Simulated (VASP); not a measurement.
Write the native input for VASP 6.6.1 that does the following.

| Property | Result |
| --- | --- |
| Task | single point |
| Functional | PBE |
| Potentials or basis | VASP PAW PBE potentials, release 64 (Ti_sv, O) |
| Cutoff | 520 eV |
| k mesh | 6 × 5 × 6 |
| Occupations | fermi-dirac, width 0.05 eV |
| Spin | no spin polarisation |
| Dipole correction | no |
| Further INCAR settings | ALGO = Normal; EDIFF = 1e-07; NBANDS = 60 |

The structure of TiO2 lies in POSCAR:

```
TiO2
1.0
    4.5792045804      0.0000000000      0.0000000000
    0.0000000000      5.5734750503      0.0000000000
    0.0000000000      0.0000000000      4.9233647417
Ti O
4 8
Direct
    0.0000000000      0.1774322630      0.7500000000
    0.5000000000      0.3225677370      0.2500000000
    0.0000000000      0.8225677370      0.2500000000
    0.5000000000      0.6774322630      0.7500000000
    0.2711247181      0.3804921280      0.9190366458
    0.7711247181      0.1195078720      0.0809633542
    0.2288752819      0.1195078720      0.4190366458
    0.7288752819      0.3804921280      0.5809633542
    0.2711247181      0.6195078720      0.4190366458
    0.7711247181      0.8804921280      0.5809633542
    0.2288752819      0.8804921280      0.9190366458
    0.7288752819      0.6195078720      0.0809633542
```

The input as run:

INCAR

```
SYSTEM = TiO2
PREC = Accurate ; ENCUT = 520
EDIFF = 1E-7 ; ISMEAR = -1
SIGMA = 0.05 ; LREAL = .FALSE.
LASPH = .TRUE. ; NELM = 80
ALGO = Normal ; ISIF = 2
LWAVE = .FALSE. ; LCHARG = .FALSE.
GGA = PE ; NBANDS = 60
```

KPOINTS

```
regular mesh
0
G
  6 5 6
  0 0 0
```

Potentials or basis: VASP PAW PBE potentials, release 64 (Ti_sv, O).

Command:

```sh
$ cat potpaw_PBE.64/Ti_sv/POTCAR potpaw_PBE.64/O/POTCAR > POTCAR
$ mpirun -np 1 vasp_std > vasp.out
```

Results of the run:

```
Pressure               : 0.7 GPa
Largest force          : 0.042 eV/Å
Band gap on the k mesh : 2.60 eV (least direct gap 2.64 eV)
```

Caveat: an odd mesh through Γ misses points on the zone boundary, where band edges can lie.

Wall time 7.9 min on 1 thread of Intel(R) Xeon(R) Platinum 8259CL CPU @ 2.50GHz (Skylake/Cascade Lake), with other jobs on the host, peak memory 0.39 GiB.
